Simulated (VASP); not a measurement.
# Au (I4/mmm) in VASP: notebook

Runs on Au. Level: LDA. Tasks: single point.

All numbers are computed with VASP 6.6.1; they aren't measurements. Logs are shortened: lines on timing, memory, paths and dates and some standing lists are left out, and cuts for length are marked.

## Step 1: The cell of the first run

Symmetry: I4/mmm, No. 139, tetragonal system. Conventional cell: a = 3.315 Å, b = 3.315 Å, c = 3.215 Å, α = 90.00°, β = 90.00°, γ = 90.00°. Within 3.7 Å of Au (site symmetry 4/mmm) lie 14 Au at 2.84 to 3.31 Å.

## Step 2: Single point, LDA (strain +0.000 along x and y, -0.030 along z)

INCAR

```
SYSTEM = Au
PREC = Accurate
ENCUT = 500
EDIFF = 1E-6
ISMEAR = 0
SIGMA = 0.15
LREAL = .FALSE.
LASPH = .TRUE.
NELM = 120
ALGO = Normal
ISIF = 2
LWAVE = .FALSE.
LCHARG = .TRUE.
GGA = CA
LELF = .TRUE.
LVHAR = .TRUE.
NBANDS = 12
GGA_COMPAT = .FALSE.
```

KPOINTS

```
regular mesh
0
G
  20 20 20
  0 0 0
```

POSCAR

```
Au
1.0
   -1.6572690000      1.6572690000      1.6075509300
    1.6572690000     -1.6572690000      1.6075509300
    1.6572690000      1.6572690000     -1.6075509300
Au
1
Direct
    0.0000000000      0.0000000000      0.0000000000
```

Potentials or basis: VASP PAW LDA potentials, release 64 (Au).

Launch:

```console
cat potpaw_LDA.64/Au/POTCAR > POTCAR
mpirun -np 1 vasp_std > vasp.out
```

OUTCAR:

```text
SYSTEM = Au
   PREC = Accurate
   ENCUT = 500
   EDIFF = 1E-6
   ISMEAR = 0
   LREAL = .FALSE.
   LASPH = .TRUE.
   NELM = 120
   ISIF = 2
   GGA = CA

 ion  position               nearest neighbor table
   1  0.000  0.000  0.000-

  LATTYP: Found a body centered tetragonal cell.
 ALAT       =     3.3145380000
 C/A-ratio  =     0.9700000000

  Lattice vectors:

 A1 = (  -1.6572690000,   1.6572690000,   1.6075509300)
 A2 = (   1.6572690000,  -1.6572690000,   1.6075509300)
 A3 = (   1.6572690000,   1.6572690000,  -1.6075509300)

Analysis of symmetry for initial positions (statically):
=====================================================================
 Subroutine PRICEL returns:
 Original cell was already a primitive cell.

 Routine SETGRP: Setting up the symmetry group for a
 body centered tetragonal supercell.

 Subroutine GETGRP returns: Found 16 space group operations
 (whereof 16 operations were pure point group operations)
 out of a pool of 16 trial point group operations.

The static configuration has the point symmetry D_4h.

Analysis of symmetry for dynamics (positions and initial velocities):
=====================================================================
 Subroutine PRICEL returns:
 Original cell was already a primitive cell.

 Routine SETGRP: Setting up the symmetry group for a
 body centered tetragonal supercell.

 Subroutine GETGRP returns: Found 16 space group operations
 (whereof 16 operations were pure point group operations)
 out of a pool of 16 trial point group operations.

The dynamic configuration has the point symmetry D_4h.

 Subroutine INISYM returns: Found 16 space group operations
 (whereof 16 operations are pure point group operations),
 and found     1 'primitive' translations

----------------------------------------------------------------------------------------

                                     Primitive cell

  volume of cell :      17.6608

  direct lattice vectors                    reciprocal lattice vectors
    -1.657269000  1.657269000  1.607550930     0.000000000  0.301701172  0.311032136
     1.657269000 -1.657269000  1.607550930     0.301701172  0.000000000  0.311032136
     1.657269000  1.657269000 -1.607550930     0.301701172  0.301701172  0.000000000

  length of vectors
     2.842059301  2.842059301  2.842059301     0.433318113  0.433318113  0.426669890

  position of ions in fractional coordinates (direct lattice)
     0.000000000  0.000000000  0.000000000

  ion indices of the primitive-cell ions
   primitive index   ion index
                 1           1

----------------------------------------------------------------------------------------

 KPOINTS: regular mesh

Automatic generation of k-mesh.
 Grid dimensions read from file:
 generate k-points for:   20   20   20

 Generating k-lattice:

  Cartesian coordinates                     Fractional coordinates (reciprocal lattice)
     0.000000000  0.015085059  0.015551607     0.050000000  0.000000000  0.000000000
     0.015085059  0.000000000  0.015551607     0.000000000  0.050000000  0.000000000
     0.015085059  0.015085059  0.000000000     0.000000000  0.000000000  0.050000000

  Length of vectors
     0.021665906  0.021665906  0.021333494

  Shift w.r.t. Gamma in fractional coordinates (k-lattice)
     0.000000000  0.000000000  0.000000000

 Subroutine IBZKPT returns following result:
 ===========================================

 Found    641 irreducible k-points:

 Following reciprocal coordinates:
            Coordinates               Weight
  0.000000  0.000000  0.000000      1.000000
  0.050000 -0.000000  0.000000      8.000000
  0.100000 -0.000000  0.000000      8.000000
  0.150000 -0.000000  0.000000      8.000000
  0.200000 -0.000000  0.000000      8.000000
  0.250000 -0.000000  0.000000      8.000000
[... 16 lines left out ...]
 -0.400000  0.050000  0.000000     16.000000
 -0.350000  0.050000 -0.000000     16.000000
 [... further k-points ...]
   k-points           NKPTS =    641   k-points in BZ     NKDIM =    641   number of bands    NBANDS=     12
   number of dos      NEDOS =    301   number of ions     NIONS =      1
   total plane-waves  NPLWV =  13824
   dimension x,y,z NGX =    24 NGY =   24 NGZ =   24
   dimension x,y,z NGXF=    48 NGYF=   48 NGZF=   48
   ions per type =               1
   NGX,Y,Z   is equivalent  to a cutoff of  14.04, 14.04, 14.04 a.u.
   NGXF,Y,Z  is equivalent  to a cutoff of  28.08, 28.08, 28.08 a.u.
 SYSTEM =  Au
   PREC   = accura    normal or accurate (medium, high low for compatibility)
   ISTART =      0    job   : 0-new  1-cont  2-samecut
   ICHARG =      2    charge: 1-file 2-atom 10-const
   ISPIN  =      1    spin polarized calculation?
   LNONCOLLINEAR =      F non collinear calculations
   LSORBIT =      F    spin-orbit coupling
   LASPH  =      T    aspherical Exc in radial PAW
   ENCUT  =  500.0 eV  36.75 Ry    6.06 a.u.   5.18  5.18  5.18*2*pi/ulx,y,z
   NELM   =    120;   NELMIN=  2; NELMDL= -5     # of ELM steps
   EDIFF  = 0.1E-05   stopping-criterion for ELM
   LREAL  =      F    real-space projection
   EDIFFG = 0.1E-04   stopping-criterion for IOM
   NSW    =      0    number of steps for IOM
   IBRION =     -1    ionic relax: 0-MD 1-quasi-New 2-CG
   NFREE  =      0    steps in history (QN), initial steepest desc. (CG)
   ISIF   =      2    stress and relaxation
   ISYM   =      2    0-nonsym 1-usesym 2-fastsym
   POTIM  = 0.5000    time-step for ionic-motion
   TEBEG  =    0.0;   TEEND  =   0.0 temperature during run
   PSTRESS=    0.0 pullay stress
   NELECT =      11.0000    total number of electrons
   NUPDOWN=      -1.0000    fix difference up-down
   EMIN   =  10.00;   EMAX   =-10.00  energy-range for DOS
   EFERMI =   0.00;   METHOD = LEGACY
   ISMEAR =     0;   SIGMA  =   0.15  broadening in eV -4-tet -1-fermi 0-gaus
   EFERMI_NEDOS =   21; number of points for ismear=-14 and -15
   IALGO  =     38    algorithm
   IMIX   =      4    mixing-type and parameters
     AMIX     =   0.40;   BMIX     =  1.00
     AMIX_MAG =   1.60;   BMIX_MAG =  1.00
  volume/ion in A,a.u.               =      17.66       119.18
  Fermi-wavevector in a.u.,A,eV,Ry     =   1.398091  2.642009 26.594747  1.954659
  Thomas-Fermi vector in A             =   2.521283
   LORBIT       =      0    0 simple, 1 ext, 2 COOP (PROOUT), +10 PAW based schemes
   GGA     = CA    functional components
   LHFCALC =     F    Hartree Fock is set to
   AEXX    =    0.0000 exact exchange contribution
   IVDW    =     0    specifies the selected vdW correction
   LEPSILON=     F    determine dielectric tensor
   LRPA    =     F    only Hartree local field effects (RPA)
 non-spin polarized calculation
 Gauss-broadening in eV      SIGMA  =   0.15
  energy-cutoff  :      500.00
  volume of cell :       17.66
 maximum number of plane-waves:       466
 NGX is ok and might be reduce to    24
   NGX = 11   NGY = 11   NGZ = 11

 number of electron      11.0000001 magnetization

 Free energy of the ion-electron system (eV)
  ---------------------------------------------------
  ext. energy  EPLUGINS =         0.00000000
  ---------------------------------------------------
  free energy    TOTEN  =        -4.39521920 eV

  energy without entropy =       -4.39238798  energy(sigma->0) =       -4.39380359

 E-fermi :   8.7204     XC(G=0): -12.7805

 val. band max:        8.6987440216   @ k =  -0.2500  -0.3000   0.1000
 cond. band min:       8.7258577106   @ k =  -0.1000  -0.4500   0.1000
 fundamental gap:      0.0271136890
 Fermi energy:         8.7203583754

 k-point     1 :       0.0000    0.0000    0.0000
  band No.  band energies     occupation
      1      -0.8399      2.00000
      2       3.8671      2.00000
      3       4.0628      2.00000
      4       4.0628      2.00000
      5       5.7279      2.00000
      6       5.9594      2.00000
      7      24.9804      0.00000
      8      24.9804      0.00000
      9      25.5279      0.00000
     10      31.9505      0.00000
     11      31.9505      0.00000
     12      32.9353      0.00000

 k-point     2 :       0.0500   -0.0000    0.0000
  band No.  band energies     occupation
      1      -0.7492      2.00000
      2       3.8761      2.00000
      3       4.0638      2.00000
      4       4.0875      2.00000
      5       5.7244      2.00000
      6       5.9329      2.00000
      7      25.0049      0.00000
      8      25.0954      0.00000
      9      25.5108      0.00000
     10      30.9464      0.00000
     11      31.6394      0.00000
     12      31.6808      0.00000

 k-point     3 :       0.1000   -0.0000    0.0000
  band No.  band energies     occupation
      1      -0.4821      2.00000
      2       3.8316      2.00000
      3       4.0643      2.00000
      4       4.2339      2.00000
      5       5.7049      2.00000
      6       5.8783      2.00000
      7      24.9816      0.00000
      8      25.3558      0.00000
      9      25.4322      0.00000
     10      29.5873      0.00000
     11      30.2126      0.00000
     12      30.7785      0.00000
[... 286 lines left out ...]
 k-point    23 :      -0.4000    0.0500    0.0000
  band No.  band energies     occupation
      1       1.8020      2.00000
      2       3.0537      2.00000
      3       5.3922      2.00000
      4       5.7954      2.00000
      5       6.1288      2.00000
      6       6.9633      2.00000
      7      15.5390      0.00000
      8      21.5164      0.00000
      9      23.0168      0.00000
     10      29.2559      0.00000
     11      29.7513      0.00000
     12      32.5241      0.00000

 k-point    24 :      -0.3500    0.0500   -0.0000
  band No.  band energies     occupation
      1       1.6822      2.00000
      2       3.1791      2.00000
      3       4.7200      2.00000
      4       5.6802      2.00000
      5       5.9741      2.00000
      6       6.3617      2.00000
      7      17.5777      0.00000
      8      22.1534      0.00000
      9      24.0318      0.00000
     10      28.5940      0.00000
     11      29.4465      0.00000
     12      32.0952      0.00000

 [... further k-points ...]
[... 5 lines left out ...]
  --------------------------------------------------------------------------------------
  -------------------------------------------------------------------------------------
  Total       -1.0427082     -1.0427082     -1.0618304      0.0000000      0.0000000      0.0000000
  in kB      -94.5937926    -94.5937926    -96.3285400      0.0000000      0.0000000      0.0000000
  external PRESSURE =     -95.1720418 kB  Pullay stress =       0.0000000 kB

 VOLUME and BASIS-vectors are now :
 -----------------------------------------------------------------------------
  energy-cutoff  :      500.00
  volume of cell :       17.66
      direct lattice vectors                 reciprocal lattice vectors
    -1.657269000  1.657269000  1.607550930     0.000000000  0.301701172  0.311032136
     1.657269000 -1.657269000  1.607550930     0.301701172  0.000000000  0.311032136
     1.657269000  1.657269000 -1.607550930     0.301701172  0.301701172  0.000000000

 POSITION                                       TOTAL-FORCE (eV/Angst)
 -----------------------------------------------------------------------------------
      0.00000      0.00000      0.00000         0.000000     -0.000000      0.000000
 -----------------------------------------------------------------------------------
    total drift:                               -0.000000      0.000000      0.000000

  FREE ENERGIE OF THE ION-ELECTRON SYSTEM (eV)
  ---------------------------------------------------
  free  energy   TOTEN  =        -4.3952191961 eV

  energy  without entropy=       -4.3923879773  energy(sigma->0) =       -4.39380359
```

Wall time 59 s (1 thread of AMD EPYC 9R45 (Zen 5), shared host); peak memory 0.21 GiB.

What came out:

```
Free energy : -4.3952 eV
Pressure    : -9.5 GPa
```

Levels at points of the mesh, in eV from the Fermi level:
```
           k point  band 4  band 5  band 6  band 7  band 8  band 9
(0.00, 0.00, 0.00)   -4.66   -2.99   -2.76   16.26   16.26   16.81
(0.50, 0.00, 0.00)   -2.60   -1.41   -0.49    3.41   12.15   13.31
(0.50, 0.50, 0.00)   -2.75   -1.45   -0.67    3.16   12.58   14.01
(0.50, 0.50, 0.50)   -1.80   -1.74    5.88    5.88    6.76    9.20
```

Caveat: the cell differs from its parent crystal (strain +0.000 along x and y, -0.030 along z); spin-orbit coupling is left out, which moves the levels of the heavy elements.

## Step 3: Single point, LDA (strain -0.015 along x and y, +0.000 along z)

INCAR

```
SYSTEM = Au
PREC = Accurate
ENCUT = 500
EDIFF = 1E-6
ISMEAR = 0
SIGMA = 0.15
LREAL = .False.
LASPH = .True.
NELM = 120
ALGO = Normal
ISIF = 2
LWAVE = .False.
LCHARG = .False.
GGA = CA
NBANDS = 12
GGA_COMPAT = .False.
```

KPOINTS

```
Automatic mesh
0
Gamma
  20 20 20
  0 0 0
```

POSCAR

```
Au
1.0
   -1.6324099650      1.6324099650      1.6572690000
    1.6324099650     -1.6324099650      1.6572690000
    1.6324099650      1.6324099650     -1.6572690000
Au
1
Direct
    0.0000000000      0.0000000000      0.0000000000
```

Potentials or basis: VASP PAW LDA potentials, release 64 (Au).

Launch:

```console
cat potpaw_LDA.64/Au/POTCAR > POTCAR
mpirun -np 1 vasp_std > vasp.out
```

Run time: 57 s. Hardware: 1 thread of AMD EPYC 9R45 (Zen 5), shared host; peak memory 0.21 GiB.

The run converged. Its results:

- Free energy: -4.3948 eV
- Pressure: -9.6 GPa

Levels at points of the mesh, in eV from the Fermi level:
```csv
k point,band 2,band 3,band 4,band 5,band 6,band 7,band 8,band 9,band 10,band 11
"(0.00, 0.00, 0.00)",-4.75,-4.75,-4.65,-2.91,-2.80,16.28,16.54,16.54,23.23,23.72
"(0.50, 0.00, 0.00)",-5.71,-3.05,-2.68,-1.41,-0.57,3.29,12.37,13.66,21.50,21.83
"(0.50, 0.50, 0.00)",-5.82,-2.93,-2.63,-1.39,-0.48,3.41,12.16,13.32,21.04,21.62
"(0.50, 0.50, 0.50)",-6.54,-1.79,-1.76,-1.76,5.90,6.32,6.32,9.23,15.53,15.83
```

Caveat: the cell differs from its parent crystal (strain -0.015 along x and y, +0.000 along z); spin-orbit coupling is left out, which moves the levels of the heavy elements.

## Step 4: Single point, LDA (strain +0.000 along x and y, -0.015 along z)

INCAR

```
SYSTEM = Au
  PREC = Accurate
  ENCUT = 500
  EDIFF = 1E-6
  ISMEAR = 0
  SIGMA = 0.15
  LREAL = .False.
  LASPH = .True.
  NELM = 120
  ALGO = Normal
  ISIF = 2
  LWAVE = .False.
  LCHARG = .False.
  NBANDS = 12
  GGA_COMPAT = .False.
```

KPOINTS is that of step 3.

POSCAR

```
Au
1.0
   -1.6572690000      1.6572690000      1.6324099650
    1.6572690000     -1.6572690000      1.6324099650
    1.6572690000      1.6572690000     -1.6324099650
Au
1
Direct
    0.0000000000      0.0000000000      0.0000000000
```

Launch:

```console
cat potpaw_LDA.64/Au/POTCAR > POTCAR
mpirun -np 1 vasp_std > vasp.out
```

Run time: 57 s. Hardware: 1 thread of AMD EPYC 9R45 (Zen 5), shared host; peak memory 0.21 GiB.

The run converged. Its results:

```
Free energy : -4.3773 eV
Pressure    : -11.5 GPa
```

Levels at points of the mesh, in eV from the Fermi level:
```
           k point  band 2  band 3  band 4  band 5  band 6  band 7  band 8  band 9  band 10  band 11
(0.00, 0.00, 0.00)   -4.70   -4.61   -4.61   -2.88   -2.77   16.35   16.35   16.62    23.12    23.12
(0.50, 0.00, 0.00)   -5.68   -2.94   -2.62   -1.41   -0.45    3.28   12.21   13.32    20.97    21.48
(0.50, 0.50, 0.00)   -5.58   -3.05   -2.68   -1.43   -0.54    3.16   12.43   13.66    21.43    21.69
(0.50, 0.50, 0.50)   -6.42   -1.78   -1.78   -1.75    6.02    6.02    6.45    9.05    15.36    15.67
```

Caveat: the cell differs from its parent crystal (strain +0.000 along x and y, -0.015 along z); spin-orbit coupling is left out, which moves the levels of the heavy elements.

## Step 5: Overview

```csv
cell,gap on the mesh (eV),pressure (GPa)
"a = 2.842 Å, angles 108.7, 108.7, 111.1°, 1 atom",none,-9.5
"a = 2.842 Å, angles 109.9, 109.9, 108.7°, 1 atom",none,-9.6
"a = 2.856 Å, angles 109.1, 109.1, 110.3°, 1 atom",none,-11.5
```

Alike in all rows: task single point; level LDA; potentials or basis VASP PAW LDA potentials, release 64 (Au); no spin polarisation; k mesh 20 × 20 × 20; cutoff (eV) 500; smearing gaussian 0.15 eV.

Caveats: spin-orbit coupling is left out, which moves the levels of the heavy elements.

Absolute energies hang on the potentials; compare differences alone.
